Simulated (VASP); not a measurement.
Input of a VASP 6.6.1 run:

File INCAR:

```
ALGO = Normal ; EDIFF = 1E-6
ENCUT = 520 ; GGA = PS
ISIF = 2 ; ISMEAR = -1
LASPH = True ; LCHARG = False
LREAL = False ; LWAVE = False
NBANDS = 13 ; NELM = 80
PREC = Accurate ; SIGMA = 0.1
```

Contents of KPOINTS:

```
k-points
0
Gamma
  11 11 11
```

File POSCAR:

```
Te
1.0
    1.9057263409     -1.1002716159      4.1930787972
    0.0000000000      2.2005432319      4.1930787972
   -1.9057263409     -1.1002716159      4.1930787972
Te
2
Direct
    0.2500000000      0.2500000000      0.2500000000
   -0.2500000000     -0.2500000000     -0.2500000000
```

Potentials or basis: VASP PAW PBE potentials, release 64 (Te).

The run is started by

```sh
$ cat potpaw_PBE.64/Te/POTCAR > POTCAR
$ mpirun -np 1 vasp_std > vasp.out
```

Question: What does it give for the pressure?

Answer: 9.0 GPa.

Question: What does it give for the band gap on the k mesh?

Answer: Zero (band 6 reaches 11.30 eV, above the bottom of band 7 at 6.94 eV).

Stress tensor (GPa, compression positive):
```
8.95 0.00 0.00
0.00 8.95 0.00
0.00 0.00 9.07
```

Caveat: the PAW data sets were made with another functional, which shifts forces and pressure a little; spin-orbit coupling is left out, which moves the levels of the heavy elements.
